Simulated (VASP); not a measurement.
A run of VASP 6.6.1 is set up as follows.

The input INCAR:

```
SYSTEM = Ti6C
PREC     = Accurate       ! precision mode
ENCUT    = 520            ! plane-wave cutoff, eV
EDIFF    = 1E-7           ! SCF threshold, eV
ISMEAR   = 0              ! smearing method
SIGMA    = 0.1            ! smearing width, eV
LREAL    = .False.        ! projectors in reciprocal space
LASPH    = .True.         ! aspherical terms in the spheres
NELM     = 120            ! most SCF steps
ALGO     = Normal         ! electronic algorithm
ISIF     = 2              ! what is computed and relaxed
LWAVE    = .False.        ! write WAVECAR
LCHARG   = .False.        ! write CHGCAR
LDIPOL   = .True.       
IDIPOL   = 3            
DIPOL    = 0.5 0.5 0.356
GGA      = PE             ! functional
IBRION   = 2              ! ionic algorithm
NSW      = 36             ! ionic steps
EDIFFG   = -0.025         ! ionic threshold
GGA_COMPAT= .False.      
NELMIN   = 4            
NELMDL   = -8           
KPAR     = 4
```

KPOINTS

```
Automatic mesh
0
Gamma
  9 6 1
  0 0 0
```

The input POSCAR:

```
Ti6C
1.0
    2.8319727860      0.0000000000      0.0000000000
    0.0000000000      4.5793473380      0.0000000000
    0.0000000000      0.0000000000     22.0506909065
Ti C
6 1
Selective dynamics
Direct
    0.5000000000      0.0000000000      0.1814002118  F F F
    0.0000000000      0.5000000000      0.2413504290  F F F
    0.5000000000      0.0000000000      0.3013006462  F F F
    0.5000000000      0.5000000000      0.3625816208  F F F
    0.0000000000      0.0000000000      0.4208167734  F F F
    0.5000000000      0.5000000000      0.4784743912  F F F
    0.8333333333      0.9000000000      0.5084054261  F F T
```

Potentials or basis: VASP PAW PBE potentials, release 64 (Ti_sv, C).

Command:

```console
$ cat potpaw_PBE.64/Ti_sv/POTCAR potpaw_PBE.64/C/POTCAR > POTCAR
$ mpirun -np 4 vasp_std > vasp.out
```

**Question.** Predict the energy gained by relaxing.

**Answer.** 27.7 meV/atom.

**Question.** Estimate the band gap on the k mesh.

**Answer.** Zero (bands 38 and 39 overlap by 0.18 eV).

Step by step:
| step | energy change (eV) | largest force on free atoms (eV/Å) | pressure (GPa) |
| --- | --- | --- | --- |
| 1 | 0.0000 | 2.0655 | -2.64 |
| 2 | -0.1570 | 1.0160 | -2.11 |
| 3 | -0.1941 | 0.0310 | -1.64 |
| 4 | -0.1941 | 0.0250 | -1.66 |
